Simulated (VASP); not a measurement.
# ScAl3 (Imm2) in VASP: single point with PBE

Aim: the single point of ScAl3 with PBE.

Everything below comes from runs of VASP 6.6.1. Logs are shortened: lines on timing, memory, paths and dates and some standing lists are left out, and cuts for length are marked.

## Step 1: The cell of the first run

It takes space group Imm2 (No. 44, orthorhombic). Conventional cell: a = 4.026 Å, b = 4.026 Å, c = 8.846 Å, α = 90.00°, β = 90.00°, γ = 90.00°. Within 3.8 Å of Sc (site symmetry mm2) lie 12 Al at 2.85 to 3.06 Å. Within 3.8 Å of Al (site symmetry mm2) lie 8 Al at 2.85 to 2.99 Å and 4 Sc at 2.99 Å. Al (site symmetry mm2) has 8 Al at 2.85 to 3.06 Å and 4 Sc at 2.92 to 3.06 Å within 3.8 Å. Within 3.8 Å of Al (site symmetry mm2) lie 4 Sc at 2.85 Å and 8 Al at 2.92 to 3.06 Å.

## Step 2: Single point, PBE (one atom moved)

INCAR

```
  PREC = Accurate
  ENCUT = 520
  EDIFF = 1E-6
  ISMEAR = 0
  SIGMA = 0.1
  LREAL = F
  LASPH = T
  NELM = 100
  ALGO = Normal
  ISIF = 2
  LWAVE = F
  LCHARG = F
  GGA = PE
  NBANDS = 18
```

KPOINTS

```
regular mesh
0
Gamma
  12 12 12
```

POSCAR

```
ScAl3
1.0
   -2.0127950000      2.0127950000      4.4231960000
    2.0127950000     -2.0127950000      4.4231960000
    2.0127950000      2.0127950000     -4.4231960000
Sc Al
1 3
Direct
    0.0000000000      0.0000000000      0.0000000000
    0.7500000000      0.2500000000      0.5000000000
    0.2601736392      0.7601736392      0.5000000000
    0.5000000000      0.5000000000      0.0000000000
```

Potentials or basis: VASP PAW PBE potentials, release 64 (Sc_sv, Al).

Command:

```console
$ cat potpaw_PBE.64/Sc_sv/POTCAR potpaw_PBE.64/Al/POTCAR > POTCAR
$ mpirun -np 1 vasp_std > vasp.out
```

OUTCAR:

```text
PREC = Accurate
   ENCUT = 520
   EDIFF = 1E-6
   ISMEAR = 0
   LREAL = F
   LASPH = T
   NELM = 100
   ISIF = 2
   GGA = PE

 ion  position               nearest neighbor table
   1  0.000  0.000  0.000-   4 2.85   4 2.85   4 2.85   4 2.85   3 2.92   3 2.92   2 2.99   2 2.99
                             2 2.99   2 2.99   3 3.06   3 3.06
   2  0.750  0.250  0.500-   3 2.85   3 2.85   3 2.85   3 2.85   4 2.99   1 2.99   4 2.99   1 2.99
                             1 2.99   4 2.99   4 2.99   1 2.99
   3  0.260  0.760  0.500-   2 2.85   2 2.85   2 2.85   2 2.85   4 2.92   4 2.92   1 2.92   1 2.92
                             1 3.06   4 3.06   4 3.06   1 3.06
   4  0.500  0.500  0.000-   1 2.85   1 2.85   1 2.85   1 2.85   3 2.92   3 2.92   2 2.99   2 2.99
                             2 2.99   2 2.99   3 3.06   3 3.06

  LATTYP: Found a body centered tetragonal cell.
 ALAT       =     4.0255900000
 C/A-ratio  =     2.1975392427

  Lattice vectors:

 A1 = (  -2.0127950000,   2.0127950000,   4.4231960000)
 A2 = (   2.0127950000,  -2.0127950000,   4.4231960000)
 A3 = (   2.0127950000,   2.0127950000,  -4.4231960000)

Analysis of symmetry for initial positions (statically):
=====================================================================
 Subroutine PRICEL returns:
 Original cell was already a primitive cell.

 Routine SETGRP: Setting up the symmetry group for a
 body centered tetragonal supercell.

 Subroutine GETGRP returns: Found  4 space group operations
 (whereof  4 operations were pure point group operations)
 out of a pool of 16 trial point group operations.

The static configuration has the point symmetry C_2v.

Analysis of symmetry for dynamics (positions and initial velocities):
=====================================================================
 Subroutine PRICEL returns:
 Original cell was already a primitive cell.

 Routine SETGRP: Setting up the symmetry group for a
 body centered tetragonal supercell.

 Subroutine GETGRP returns: Found  4 space group operations
 (whereof  4 operations were pure point group operations)
 out of a pool of 16 trial point group operations.

The dynamic configuration has the point symmetry C_2v.

 Subroutine INISYM returns: Found  4 space group operations
 (whereof  4 operations are pure point group operations),
 and found     1 'primitive' translations

----------------------------------------------------------------------------------------

                                     Primitive cell

  volume of cell :      71.6795

  direct lattice vectors                    reciprocal lattice vectors
    -2.012795000  2.012795000  4.423196000     0.000000000  0.248410792  0.113040435
     2.012795000 -2.012795000  4.423196000     0.248410792  0.000000000  0.113040435
     2.012795000  2.012795000 -4.423196000     0.248410792  0.248410792  0.000000000

  length of vectors
     5.259976262  5.259976262  5.259976262     0.272921347  0.272921347  0.351305911

  position of ions in fractional coordinates (direct lattice)
     0.000000000  0.000000000  0.000000000
     0.750000000  0.250000000  0.500000000
     0.260173639  0.760173639  0.500000000
     0.500000000  0.500000000  0.000000000

  ion indices of the primitive-cell ions
   primitive index   ion index
                 1           1
                 2           2
                 3           3
                 4           4

----------------------------------------------------------------------------------------

 KPOINTS: regular mesh

Automatic generation of k-mesh.
 Grid dimensions read from file:
 generate k-points for:   12   12   12

 Generating k-lattice:

  Cartesian coordinates                     Fractional coordinates (reciprocal lattice)
     0.000000000  0.020700899  0.009420036     0.083333333  0.000000000  0.000000000
     0.020700899  0.000000000  0.009420036     0.000000000  0.083333333  0.000000000
     0.020700899  0.020700899  0.000000000     0.000000000  0.000000000  0.083333333

  Length of vectors
     0.022743446  0.022743446  0.029275493

  Shift w.r.t. Gamma in fractional coordinates (k-lattice)
     0.000000000  0.000000000  0.000000000

 Subroutine IBZKPT returns following result:
 ===========================================

 Found    280 irreducible k-points:

 Following reciprocal coordinates:
            Coordinates               Weight
  0.000000  0.000000  0.000000      1.000000
  0.083333  0.000000 -0.000000      4.000000
  0.000000  0.083333 -0.000000      4.000000
  0.166667  0.000000  0.000000      4.000000
  0.000000  0.166667  0.000000      4.000000
  0.250000  0.000000 -0.000000      4.000000
[... 16 lines left out ...]
  0.500000  0.083333 -0.000000      8.000000
 -0.000000 -0.416667 -0.083333      8.000000
 [... further k-points ...]
   k-points           NKPTS =    280   k-points in BZ     NKDIM =    280   number of bands    NBANDS=     18
   number of dos      NEDOS =    301   number of ions     NIONS =      4
   total plane-waves  NPLWV =  64000
   dimension x,y,z NGX =    40 NGY =   40 NGZ =   40
   dimension x,y,z NGXF=    80 NGYF=   80 NGZF=   80
   ions per type =               1   3
   NGX,Y,Z   is equivalent  to a cutoff of  12.64, 12.64, 12.64 a.u.
   NGXF,Y,Z  is equivalent  to a cutoff of  25.28, 25.28, 25.28 a.u.
 SYSTEM =  unknown system
   PREC   = accura    normal or accurate (medium, high low for compatibility)
   ISTART =      0    job   : 0-new  1-cont  2-samecut
   ICHARG =      2    charge: 1-file 2-atom 10-const
   ISPIN  =      1    spin polarized calculation?
   LNONCOLLINEAR =      F non collinear calculations
   LSORBIT =      F    spin-orbit coupling
   LASPH  =      T    aspherical Exc in radial PAW
   ENCUT  =  520.0 eV  38.22 Ry    6.18 a.u.   9.78  9.78  9.78*2*pi/ulx,y,z
   NELM   =    100;   NELMIN=  2; NELMDL= -5     # of ELM steps
   EDIFF  = 0.1E-05   stopping-criterion for ELM
   LREAL  =      F    real-space projection
   EDIFFG = 0.1E-04   stopping-criterion for IOM
   NSW    =      0    number of steps for IOM
   IBRION =     -1    ionic relax: 0-MD 1-quasi-New 2-CG
   NFREE  =      0    steps in history (QN), initial steepest desc. (CG)
   ISIF   =      2    stress and relaxation
   ISYM   =      2    0-nonsym 1-usesym 2-fastsym
   POTIM  = 0.5000    time-step for ionic-motion
   TEBEG  =    0.0;   TEEND  =   0.0 temperature during run
   PSTRESS=    0.0 pullay stress
   NELECT =      20.0000    total number of electrons
   NUPDOWN=      -1.0000    fix difference up-down
   EMIN   =  10.00;   EMAX   =-10.00  energy-range for DOS
   EFERMI =   0.00;   METHOD = LEGACY
   ISMEAR =     0;   SIGMA  =   0.10  broadening in eV -4-tet -1-fermi 0-gaus
   EFERMI_NEDOS =   21; number of points for ismear=-14 and -15
   IALGO  =     38    algorithm
   IMIX   =      4    mixing-type and parameters
     AMIX     =   0.40;   BMIX     =  1.00
     AMIX_MAG =   1.60;   BMIX_MAG =  1.00
  volume/ion in A,a.u.               =      17.92       120.93
  Fermi-wavevector in a.u.,A,eV,Ry     =   1.069760  2.021554 15.570327  1.144387
  Thomas-Fermi vector in A             =   2.205449
   LORBIT       =      0    0 simple, 1 ext, 2 COOP (PROOUT), +10 PAW based schemes
   GGA     = PE    functional components
   LHFCALC =     F    Hartree Fock is set to
   AEXX    =    0.0000 exact exchange contribution
   IVDW    =     0    specifies the selected vdW correction
   LEPSILON=     F    determine dielectric tensor
   LRPA    =     F    only Hartree local field effects (RPA)
 non-spin polarized calculation
 Gauss-broadening in eV      SIGMA  =   0.10
  energy-cutoff  :      520.00
  volume of cell :       71.68
 maximum number of plane-waves:      1961
   NGX = 19   NGY = 19   NGZ = 19

 number of electron      19.9999999 magnetization

 Free energy of the ion-electron system (eV)
  ---------------------------------------------------
  ext. energy  EPLUGINS =         0.00000000
  ---------------------------------------------------
  free energy    TOTEN  =       -18.92212190 eV

  energy without entropy =      -18.91164781  energy(sigma->0) =      -18.91688486

 E-fermi :   6.4736     XC(G=0): -10.2350

 val. band max:        6.4715422612   @ k =   0.0000  -0.1667  -0.0833
 cond. band min:       6.4754103916   @ k =   0.3333   0.3333  -0.0000
 fundamental gap:      0.0038681305
 Fermi energy:         6.4736289912

 k-point     1 :       0.0000    0.0000    0.0000
  band No.  band energies     occupation
      1     -42.4107      2.00000
      2     -21.1028      2.00000
      3     -21.0888      2.00000
      4     -21.0846      2.00000
      5      -2.9234      2.00000
      6       3.9136      2.00000
[... 10 lines left out ...]
     17      10.9352      0.00000
     18      11.0256      0.00000

 k-point     2 :       0.0833    0.0000   -0.0000
  band No.  band energies     occupation
      1     -42.4106      2.00000
      2     -21.1027      2.00000
      3     -21.0911      2.00000
      4     -21.0844      2.00000
      5      -2.8438      2.00000
      6       3.5750      2.00000
[... 10 lines left out ...]
     17      11.0113      0.00000
     18      11.1766      0.00000

 k-point     3 :       0.0000    0.0833   -0.0000
  band No.  band energies     occupation
      1     -42.4106      2.00000
      2     -21.1027      2.00000
      3     -21.0886      2.00000
      4     -21.0869      2.00000
      5      -2.8439      2.00000
      6       3.5860      2.00000
[... 10 lines left out ...]
     17      11.0111      0.00000
     18      11.1624      0.00000

 k-point     4 :       0.1667    0.0000    0.0000
  band No.  band energies     occupation
      1     -42.4103      2.00000
      2     -21.1025      2.00000
      3     -21.0975      2.00000
      4     -21.0840      2.00000
      5      -2.6070      2.00000
      6       3.0970      2.00000
[... 375 lines left out ...]
      4     -21.0887      2.00000
      5      -0.8398      2.00000
      6       0.5958      2.00000
[... 10 lines left out ...]
     17      11.3999      0.00000
     18      12.0191      0.00000

 k-point    23 :       0.5000    0.0833   -0.0000
  band No.  band energies     occupation
      1     -42.4090      2.00000
      2     -21.1234      2.00000
      3     -21.1013      2.00000
      4     -21.0842      2.00000
      5      -0.4224      2.00000
      6       0.0974      2.00000
[... 10 lines left out ...]
     17      11.4273      0.00000
     18      12.0000      0.00000

 k-point    24 :      -0.0000   -0.4167   -0.0833
  band No.  band energies     occupation
      1     -42.4090      2.00000
      2     -21.1181      2.00000
      3     -21.1014      2.00000
      4     -21.0885      2.00000
      5      -0.3743      2.00000
      6       0.0642      2.00000
[... 10 lines left out ...]
     17      11.4581      0.00000
     18      11.9288      0.00000

 [... further k-points ...]
[... 5 lines left out ...]
  --------------------------------------------------------------------------------------
  -------------------------------------------------------------------------------------
  Total       -0.2479982      0.0221249     -0.0586202      0.0000000      0.0000000      0.0000000
  in kB       -5.5432429      0.4945352     -1.3102756      0.0000000      0.0000000      0.0000000
  external PRESSURE =      -2.1196611 kB  Pullay stress =       0.0000000 kB

 VOLUME and BASIS-vectors are now :
 -----------------------------------------------------------------------------
  energy-cutoff  :      520.00
  volume of cell :       71.68
      direct lattice vectors                 reciprocal lattice vectors
    -2.012795000  2.012795000  4.423196000     0.000000000  0.248410792  0.113040435
     2.012795000 -2.012795000  4.423196000     0.248410792  0.000000000  0.113040435
     2.012795000  2.012795000 -4.423196000     0.248410792  0.248410792  0.000000000

 POSITION                                       TOTAL-FORCE (eV/Angst)
 -----------------------------------------------------------------------------------
      0.00000      0.00000      0.00000         0.000000      0.000000      0.329039
      0.00000      2.01279      2.21160        -0.000000     -0.000000      0.042775
      2.01279      0.00000      2.30160        -0.000000     -0.000000     -0.464881
      0.00000      0.00000      4.42320        -0.000000     -0.000000      0.093066
 -----------------------------------------------------------------------------------
    total drift:                                0.000000     -0.000000     -0.000159

  FREE ENERGIE OF THE ION-ELECTRON SYSTEM (eV)
  ---------------------------------------------------
  free  energy   TOTEN  =       -18.9221219027 eV

  energy  without entropy=      -18.9116478128  energy(sigma->0) =      -18.91688486
```

Run time: 9.5 min. Hardware: 1 thread of Intel Xeon Platinum 8259CL at 2.50GHz (Skylake/Cascade Lake), shared host; peak memory 0.49 GiB.

What came out:

```
Free energy            : -18.9221 eV
Pressure               : -0.2 GPa
Largest force          : 0.465 eV/Å
Band gap on the k mesh : zero (band 10 reaches 7.55 eV, above the bottom of band 11 at 5.44 eV)
```

Forces on the atoms (eV/Å):
```
Sc   0.000  0.000  0.329
Al   0.000  0.000  0.043
Al   0.000  0.000 -0.465
Al   0.000  0.000  0.093
```

Stress tensor (GPa, compression positive):
```
-0.55  0.00  0.00
 0.00  0.05  0.00
 0.00  0.00 -0.13
```

Caveat: the cell differs from its parent crystal (one atom moved).
